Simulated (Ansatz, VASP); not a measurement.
**Two plane-wave programs on Ir**

```
Ir
1.0
    -0.15720    1.80061    1.80061
     1.74821   -0.10480    1.74821
     1.90540    1.90540   -0.26199
Ir
1
Direct
  0.00000 0.00000 0.00000
```

Change from the starting cell: engineering shear strain xz -0.1650, engineering shear strain yz -0.1100.

Alike in both runs: task single point; functional LDA; k mesh 20 × 20 × 20; occupations gaussian, width 0.15 eV; no spin polarisation.

|  | VASP | Ansatz |
| --- | --- | --- |
| version | VASP 6.6.1 | Ansatz 0.2.0 |
| potentials or method | VASP PAW LDA potentials, release 64 (Ir), cutoff 520 eV | scalar-relativistic, plane waves, PAW |
| valence electrons in the cell | 9 | 17 |

VASP gave:

| Quantity | Value |
| --- | --- |
| gap on the k mesh at the Fermi level (eV) | none |
| pressure (GPa) | 24.1 |
| traceless stress, the component that is largest in VASP (GPa) | 45.74 |

Question: Which values does Ansatz return?

Answer: gap on the k mesh at the Fermi level (eV): none; pressure (GPa): 21.2; traceless stress, the component that is largest in VASP (GPa): 45.29.

LDA's correlation is that of Perdew and Zunger in VASP and of Perdew and Wang (1992) in Ansatz. A gap of «none» marks a metal or a gap that the smearing closes. VASP's potentials hold 9 valence electrons a cell and Ansatz's 17, so a difference there can come from the potentials and not from the codes.

Neither program's run includes spin-orbit coupling.
